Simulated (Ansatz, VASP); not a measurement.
**One calculation of K3SrAg3, two programs**

```
CELL_PARAMETERS angstrom
5.95378 0.00000 0.00000
0.00000 5.95378 0.00000
0.00000 0.00000 5.95378
ATOMIC_POSITIONS crystal
K 0.00000 0.50000 0.50000
K 0.50000 0.50000 0.00000
K 0.50000 0.00000 0.50000
Sr 0.50000 0.50000 0.50000
Ag 0.00000 0.50000 0.00000
Ag 0.50000 0.00000 0.00000
Ag 0.00000 0.00000 0.50000
```

Change from the starting cell: species swapped into the Ce3GaBr3 type (Pm-3m, No. 221).

Alike in both runs: task relaxation of cell and atoms; functional PBE; k mesh 4 × 4 × 4; occupations gaussian, width 0.1 eV; no spin polarisation.

|  | VASP | Ansatz |
| --- | --- | --- |
| version | VASP 6.6.1 | Ansatz 0.2.0 |
| potentials or method | VASP PAW PBE potentials, release 64 (K_sv, Sr_sv, Ag), cutoff 600 eV | scalar-relativistic, plane waves, PAW |
| valence electrons in the cell | 70 | 94 |

Ansatz gave:

```
gap on the k mesh at the Fermi level, each at its own relaxed structure (eV)  : 0.19
relaxed volume (Å³/atom)                                                      : 57.64
relaxed length of the cell vector where the two differ most in proportion (Å) : 7.389
```

Problem. Estimate VASP's values.

Solution. gap on the k mesh at the Fermi level, each at its own relaxed structure (eV): 0.20; relaxed volume (Å³/atom): 58.17; relaxed length of the cell vector where the two differ most in proportion (Å): 7.412.

VASP's potentials hold 70 valence electrons a cell and Ansatz's 94, so a difference there can come from the potentials and not from the codes.

Noted on VASP's run: the volume moved by over 15 % at a fixed basis, so the end points are rough.
